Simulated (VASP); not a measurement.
# Sn in VASP: single point with PBE

Aim: the single point of Sn with PBE.

Program: VASP 6.6.1. These are calculated values, not measurements. Logs are shortened: lines on timing, memory, paths and dates and some standing lists are left out, and cuts for length are marked.

## (1) The cell of the first run

The cell holds a slab with vacuum, 4 atoms: a = 4.706 Å, b = 4.706 Å, c = 20.992 Å, α = 90.00°, β = 90.00°, γ = 90.00°.

## (2) Single point, PBE

Contents of POSCAR:

```
Sn
1.0
    4.7064645943      0.0000000000      0.0000000000
    0.0000000000      4.7064645943      0.0000000000
    0.0000000000      0.0000000000     20.9920000000
Sn
4
Direct
    0.0000000000      0.2500000000      0.3810985246
    0.5000000000      0.2500000000      0.4603661749
    0.5000000000      0.7500000000      0.5396338251
    0.0000000000      0.7500000000      0.6189014754
```

Contents of INCAR.step1:

```
SYSTEM = Sn
ALGO = Normal
DIPOL = 0.5 0.5 0.500
EDIFF = 1E-6
ENCUT = 520
GGA = PE
IDIPOL = 3
ISIF = 2
ISMEAR = -1
LASPH = .True.
LCHARG = .True.
LDIPOL = .True.
LREAL = .False.
LWAVE = .False.
NBANDS = 36
NELM = 100
PREC = Accurate
SIGMA = 0.02
```

Contents of KPOINTS.step1:

```
k-points
0
Gamma
  7 7 1
  0 0 0
```

Contents of INCAR.step2:

```
SYSTEM = Sn
ALGO = Normal
DIPOL = 0.5 0.5 0.500
EDIFF = 1E-6
ENCUT = 520
GGA = PE
ICHARG = 11
IDIPOL = 3
ISIF = 2
ISMEAR = -5
LASPH = .True.
LCHARG = .False.
LDIPOL = .True.
LORBIT = 10
LREAL = .False.
LWAVE = .False.
NBANDS = 36
NEDOS = 2001
NELM = 100
PREC = Accurate
SIGMA = 0.02
```

Contents of KPOINTS.step2:

```
k-points
0
Gamma
  11 11 1
  0 0 0
```

Potentials or basis: VASP PAW PBE potentials, release 64 (Sn_d).

Started as:

```
cat potpaw_PBE.64/Sn_d/POTCAR > POTCAR
cp INCAR.step1 INCAR
cp KPOINTS.step1 KPOINTS
mpirun -np 1 vasp_std > vasp.out
cp INCAR.step2 INCAR
cp KPOINTS.step2 KPOINTS
mpirun -np 1 vasp_std > vasp.out
```

OUTCAR:

```text
SYSTEM = Sn
   EDIFF = 1E-6
   ENCUT = 520
   GGA = PE
   ICHARG = 11
   ISIF = 2
   ISMEAR = -5
   LASPH = .True.
   LORBIT = 10
   LREAL = .False.
   NELM = 100
   PREC = Accurate

 ion  position               nearest neighbor table
   1  0.000  0.250  0.381-   2 2.88   2 2.88
   2  0.500  0.250  0.460-   3 2.88   3 2.88   1 2.88   1 2.88
   3  0.500  0.750  0.540-   2 2.88   2 2.88   4 2.88   4 2.88
   4  0.000  0.750  0.619-   3 2.88   3 2.88

  LATTYP: Found a simple tetragonal cell.
 ALAT       =     4.7064645943
 C/A-ratio  =     4.4602481500

  Lattice vectors:

 A1 = (   4.7064645943,   0.0000000000,   0.0000000000)
 A2 = (   0.0000000000,   4.7064645943,   0.0000000000)
 A3 = (   0.0000000000,   0.0000000000,  20.9920000000)

Analysis of symmetry for initial positions (statically):
=====================================================================
 Subroutine PRICEL returns:
 Original cell was already a primitive cell.

 Routine SETGRP: Setting up the symmetry group for a
 simple tetragonal supercell.

 Subroutine GETGRP returns: Found  8 space group operations
 (whereof  4 operations were pure point group operations)
 out of a pool of 16 trial point group operations.

The static configuration has the point symmetry C_2h.
 The point group associated with its full space group is D_2h.

Analysis of symmetry for dynamics (positions and initial velocities):
=====================================================================
 Subroutine PRICEL returns:
 Original cell was already a primitive cell.

 Routine SETGRP: Setting up the symmetry group for a
 simple tetragonal supercell.

 Subroutine GETGRP returns: Found  8 space group operations
 (whereof  4 operations were pure point group operations)
 out of a pool of 16 trial point group operations.

The dynamic configuration has the point symmetry C_2h.
 The point group associated with its full space group is D_2h.

 Subroutine INISYM returns: Found  8 space group operations
 (whereof  4 operations are pure point group operations),
 and found     1 'primitive' translations

----------------------------------------------------------------------------------------

                                     Primitive cell

  volume of cell :     464.9898

  direct lattice vectors                    reciprocal lattice vectors
     4.706464594  0.000000000  0.000000000     0.212473711  0.000000000  0.000000000
     0.000000000  4.706464594  0.000000000     0.000000000  0.212473711  0.000000000
     0.000000000  0.000000000 20.992000000     0.000000000  0.000000000  0.047637195

  length of vectors
     4.706464594  4.706464594 20.992000000     0.212473711  0.212473711  0.047637195

  position of ions in fractional coordinates (direct lattice)
     0.000000000  0.250000000  0.381098525
     0.500000000  0.250000000  0.460366175
     0.500000000  0.750000000  0.539633825
     0.000000000  0.750000000  0.618901475

  ion indices of the primitive-cell ions
   primitive index   ion index
                 1           1
                 2           2
                 3           3
                 4           4

----------------------------------------------------------------------------------------

 KPOINTS: k-points

Automatic generation of k-mesh.
 Grid dimensions read from file:
 generate k-points for:   11   11    1

 Generating k-lattice:

  Cartesian coordinates                     Fractional coordinates (reciprocal lattice)
     0.019315792  0.000000000  0.000000000     0.090909091  0.000000000  0.000000000
     0.000000000  0.019315792  0.000000000     0.000000000  0.090909091  0.000000000
     0.000000000  0.000000000  0.047637195     0.000000000  0.000000000  1.000000000

  Length of vectors
     0.019315792  0.019315792  0.047637195

  Shift w.r.t. Gamma in fractional coordinates (k-lattice)
     0.000000000  0.000000000  0.000000000

 TETIRR: Found    331 inequivalent tetrahedra from      726

 Subroutine IBZKPT returns following result:
 ===========================================

 Found     36 irreducible k-points:

 Following reciprocal coordinates:
            Coordinates               Weight
  0.000000  0.000000  0.000000      1.000000
  0.090909  0.000000  0.000000      2.000000
  0.000000  0.090909  0.000000      2.000000
  0.181818  0.000000  0.000000      2.000000
  0.000000  0.181818  0.000000      2.000000
  0.272727  0.000000  0.000000      2.000000
[... 16 lines left out ...]
 -0.181818  0.272727  0.000000      4.000000
  0.363636  0.181818  0.000000      4.000000
 [... further k-points ...]
   k-points           NKPTS =     36   k-points in BZ     NKDIM =     36   number of bands    NBANDS=     36
   number of dos      NEDOS =   2001   number of ions     NIONS =      4
   total plane-waves  NPLWV = 207360
   dimension x,y,z NGX =    36 NGY =   36 NGZ =  160
   dimension x,y,z NGXF=    72 NGYF=   72 NGZF=  320
   ions per type =               4
   NGX,Y,Z   is equivalent  to a cutoff of  12.72, 12.72, 12.67 a.u.
   NGXF,Y,Z  is equivalent  to a cutoff of  25.43, 25.43, 25.34 a.u.
 SYSTEM =  Sn
   PREC   = accura    normal or accurate (medium, high low for compatibility)
   ISTART =      0    job   : 0-new  1-cont  2-samecut
   ICHARG =     11    charge: 1-file 2-atom 10-const
   ISPIN  =      1    spin polarized calculation?
   LNONCOLLINEAR =      F non collinear calculations
   LSORBIT =      F    spin-orbit coupling
   LASPH  =      T    aspherical Exc in radial PAW
   ENCUT  =  520.0 eV  38.22 Ry    6.18 a.u.   8.75  8.75 39.03*2*pi/ulx,y,z
   NELM   =    100;   NELMIN=  2; NELMDL=  0     # of ELM steps
   EDIFF  = 0.1E-05   stopping-criterion for ELM
   LREAL  =      F    real-space projection
   EDIFFG = 0.1E-04   stopping-criterion for IOM
   NSW    =      0    number of steps for IOM
   IBRION =     -1    ionic relax: 0-MD 1-quasi-New 2-CG
   NFREE  =      0    steps in history (QN), initial steepest desc. (CG)
   ISIF   =      2    stress and relaxation
   ISYM   =      2    0-nonsym 1-usesym 2-fastsym
   POTIM  = 0.5000    time-step for ionic-motion
   TEBEG  =    0.0;   TEEND  =   0.0 temperature during run
   PSTRESS=    0.0 pullay stress
   NELECT =      56.0000    total number of electrons
   NUPDOWN=      -1.0000    fix difference up-down
   EMIN   =  10.00;   EMAX   =-10.00  energy-range for DOS
   EFERMI =   0.00;   METHOD = LEGACY
   ISMEAR =    -5;   SIGMA  =   0.02  broadening in eV -4-tet -1-fermi 0-gaus
   EFERMI_NEDOS =   21; number of points for ismear=-14 and -15
   IALGO  =     38    algorithm
   IMIX   =      4    mixing-type and parameters
     AMIX     =   0.40;   BMIX     =  1.00
     AMIX_MAG =   1.60;   BMIX_MAG =  1.00
  volume/ion in A,a.u.               =     116.25       784.48
  Fermi-wavevector in a.u.,A,eV,Ry     =   0.808456  1.527760  8.892782  0.653601
  Thomas-Fermi vector in A             =   1.917265
   LORBIT       =     10    0 simple, 1 ext, 2 COOP (PROOUT), +10 PAW based schemes
   GGA     = PE    functional components
   LHFCALC =     F    Hartree Fock is set to
   AEXX    =    0.0000 exact exchange contribution
   IVDW    =     0    specifies the selected vdW correction
   LEPSILON=     F    determine dielectric tensor
   LRPA    =     F    only Hartree local field effects (RPA)
 non-spin polarized calculation
 Fermi weights with tetrahedron method with Bloechl corrections
  energy-cutoff  :      520.00
  volume of cell :      464.99
 maximum number of plane-waves:     12583

 number of electron      55.9999965 magnetization

 dipolmoment           0.000000      0.000000      0.000000 electrons x Angstroem

 Free energy of the ion-electron system (eV)
  ---------------------------------------------------
  ext. energy  EPLUGINS =         0.00000000
  ---------------------------------------------------
  free energy    TOTEN  =       -13.11358130 eV

  energy without entropy =      -13.11358130  energy(sigma->0) =      -13.11358130

 E-fermi :  -1.5534     XC(G=0):  -3.4884

 val. band max:       -1.5898012801   @ k =  -0.2727   0.4545   0.0000
 cond. band min:      -1.5683741409   @ k =   0.3636   0.3636   0.0000
 fundamental gap:      0.0214271392
 Fermi energy:        -1.5534004034

 k-point     1 :       0.0000    0.0000    0.0000
  band No.  band energies     occupation
      1     -22.8935      2.00000
      2     -22.8888      2.00000
      3     -22.8273      2.00000
      4     -22.8207      2.00000
      5     -22.8195      2.00000
      6     -22.8147      2.00000
[... 28 lines left out ...]
     35       2.4862      0.00000
     36       2.7775      0.00000

 k-point     2 :       0.0909    0.0000    0.0000
  band No.  band energies     occupation
      1     -22.8943      2.00000
      2     -22.8900      2.00000
      3     -22.8277      2.00000
      4     -22.8213      2.00000
      5     -22.8211      2.00000
      6     -22.8151      2.00000
[... 28 lines left out ...]
     35       2.6901      0.00000
     36       2.8098      0.00000

 k-point     3 :       0.0000    0.0909    0.0000
  band No.  band energies     occupation
      1     -22.8932      2.00000
      2     -22.8891      2.00000
      3     -22.8271      2.00000
      4     -22.8208      2.00000
      5     -22.8196      2.00000
      6     -22.8159      2.00000
[... 28 lines left out ...]
     35       2.5299      0.00000
     36       2.8429      0.00000
[... 742 lines left out ...]
 k-point    23 :      -0.1818    0.2727    0.0000
  band No.  band energies     occupation
      1     -22.8947      2.00000
      2     -22.8932      2.00000
      3     -22.8283      2.00000
      4     -22.8245      2.00000
      5     -22.8232      2.00000
      6     -22.8155      2.00000
[... 28 lines left out ...]
     35       2.7721      0.00000
     36       2.7966      0.00000

 k-point    24 :       0.3636    0.1818    0.0000
  band No.  band energies     occupation
      1     -22.9015      2.00000
      2     -22.8983      2.00000
      3     -22.8355      2.00000
      4     -22.8283      2.00000
      5     -22.8253      2.00000
      6     -22.8155      2.00000
[... 28 lines left out ...]
     35       3.0431      0.00000
     36       3.6643      0.00000

 [... further k-points ...]

------------------------ aborting loop because EDIFF is reached ----------------------------------------

 vacuum level on the upper side and lower side of the slab       (xc-potential included)        -0.088        -0.088

  FORCE on cell =-STRESS in cart. coord.  units (eV):
  Direction    XX          YY          ZZ          XY          YZ          ZX
  --------------------------------------------------------------------------------------
  -------------------------------------------------------------------------------------
  Total       -1.1365492     -0.7251929     -0.0525732      0.0000000     -0.0000000      0.0000000
  in kB       -3.9161147     -2.4987379     -0.1811471      0.0000000     -0.0000000      0.0000000
  external PRESSURE =      -2.1986666 kB  Pullay stress =       0.0000000 kB

 VOLUME and BASIS-vectors are now :
 -----------------------------------------------------------------------------
  energy-cutoff  :      520.00
  volume of cell :      464.99
      direct lattice vectors                 reciprocal lattice vectors
     4.706464594  0.000000000  0.000000000     0.212473711  0.000000000  0.000000000
     0.000000000  4.706464594  0.000000000     0.000000000  0.212473711  0.000000000
     0.000000000  0.000000000 20.992000000     0.000000000  0.000000000  0.047637195

 POSITION                                       TOTAL-FORCE (eV/Angst)
 -----------------------------------------------------------------------------------
      0.00000      1.17662      8.00002         0.000000     -0.000000      0.071593
      2.35323      1.17662      9.66401         0.000000     -0.000000     -0.280622
      2.35323      3.52985     11.32799         0.000000      0.000000      0.280622
      0.00000      3.52985     12.99198        -0.000000      0.000000     -0.071593
 -----------------------------------------------------------------------------------
    total drift:                                0.000000      0.000000      0.000000

  FREE ENERGIE OF THE ION-ELECTRON SYSTEM (eV)
  ---------------------------------------------------
  free  energy   TOTEN  =       -13.1135813008 eV

  energy  without entropy=      -13.1135813008  energy(sigma->0) =      -13.11358130

 vacuum level on the upper side and lower side of the slab         2.803         2.803

 total charge

# of ion       s       p       d       tot
------------------------------------------
    1        1.295   0.892   9.941  12.127
    2        1.192   1.133   9.959  12.284
    3        1.192   1.133   9.959  12.284
    4        1.295   0.892   9.941  12.127
--------------------------------------------------
tot          4.973   4.049  39.800  48.823
```

Run time: 13 min. Hardware: 1 thread of Oxide Virtual Turin-like, shared host; peak memory 0.67 GiB.

What came out:

```yaml
Valence_electrons_inside_the_program's_atomic_spheres: Sn 12.13, 12.28 (each value once)
```

Levels at points of the mesh, in eV from the Fermi level:
```csv
k point,band 25,band 26,band 27,band 28,band 29,band 30,band 31,band 32
"(0.00, 0.00, 0.00)",-1.36,-1.26,-0.23,0.54,0.97,1.58,1.58,1.65
```

Caveat: spin-orbit coupling is left out, which moves the levels of the heavy elements.
